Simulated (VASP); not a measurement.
Write the native input for VASP 6.6.1 that does the following.

```yaml
Task: single point
Functional: PBE
Potentials_or_basis: VASP PAW PBE potentials, release 64 (Al, H)
Cutoff: 520 eV
k_mesh: 3 × 3 × 3
Occupations: gaussian, width 0.1 eV
Spin: no spin polarisation
Dipole_correction: no
Further_INCAR_settings: LREAL = Auto; ALGO = Normal; EDIFF = 1e-06; NBANDS = 61
```

The structure of Al27H (a cell with a defect) lies in POSCAR:

```
Al27H
1.0
    0.0000000000      6.0621852160     -6.0621852160
    6.0621852160      6.0621852160      0.0000000000
    6.0621852160      0.0000000000     -6.0621852160
Al H
27 1
Direct
    0.6675170169     -0.0013695422      0.6666843148
    0.6675195139      0.3341621573      0.6666792668
    0.6644117075      0.6695396460      0.6635274279
    0.3336381435      1.0002800022      0.6669773523
    0.3319859203      0.3341602289      0.6666851224
    0.3336378387      0.6661036815      0.6669768404
   -0.0005386601      0.0002797963      0.6669770147
    0.0028975228      0.3310544713      0.6635285933
    0.0028587434      0.6694989122      0.6635625534
    0.6678179818      1.0003173393      0.3327651832
    0.6675397078      0.3341819014      0.3310969533
    0.6678156068      0.6661006676      0.3327881261
    0.3336482965      0.0002895196      0.3327818984
    0.3336755967      0.3344597111      0.3327646108
    0.3336545166      0.6661059663      0.3327849532
   -0.0005362690      0.0002952164      0.3327864163
   -0.0005409628      0.3344573800      0.3327890143
   -0.0002593562      0.6663827273      0.3344888087
    0.6678298057      0.0002995361     -0.0013891209
    0.6644901705      0.3311309214      0.0019360470
    0.6644273386      0.6695196301      0.0020003202
    0.3336376007      0.0002775372     -0.0013828052
    0.3336584577      0.3344715098     -0.0013885094
    0.3353012632      0.6663925850     -0.0010842120
   -0.0002484513      0.0019402643     -0.0010829666
    0.0028817086      0.3310651653      0.0020034460
   -0.0002455850      0.6663962115     -0.0010709184
    0.8337558341      0.5003976025      0.8327264403
```

This cell differs from its parent crystal: with an interstitial atom, then relaxed in part.

The input as run:

INCAR

```
SYSTEM = Al27H
  PREC = Accurate
  ENCUT = 520
  EDIFF = 1E-6
  ISMEAR = 0
  SIGMA = 0.1
  LREAL = Auto
  LASPH = .True.
  NELM = 80
  ALGO = Normal
  ISIF = 2
  LWAVE = .False.
  LCHARG = .False.
  GGA = PE
  NBANDS = 61
```

KPOINTS

```
Automatic mesh
0
Gamma
  3 3 3
  0 0 0
```

Potentials or basis: VASP PAW PBE potentials, release 64 (Al, H).

Command:

```console
$ cat potpaw_PBE.64/Al/POTCAR potpaw_PBE.64/H/POTCAR > POTCAR
$ mpirun -np 1 vasp_std > vasp.out
```

Results of the run:

```json
{
  "Pressure": "0.7 GPa",
  "Largest force": "0.004 eV/Å",
  "Band gap on the k mesh": "zero (bands 41 and 42 overlap by 0.82 eV)"
}
```

Caveat: the cell differs from its parent crystal (with an interstitial atom, then relaxed in part).

It took 6.3 min on 1 thread of Intel(R) Xeon(R) Platinum 8175M CPU @ 2.50GHz (Skylake/Cascade Lake), on a shared host, peak memory 0.61 GiB.
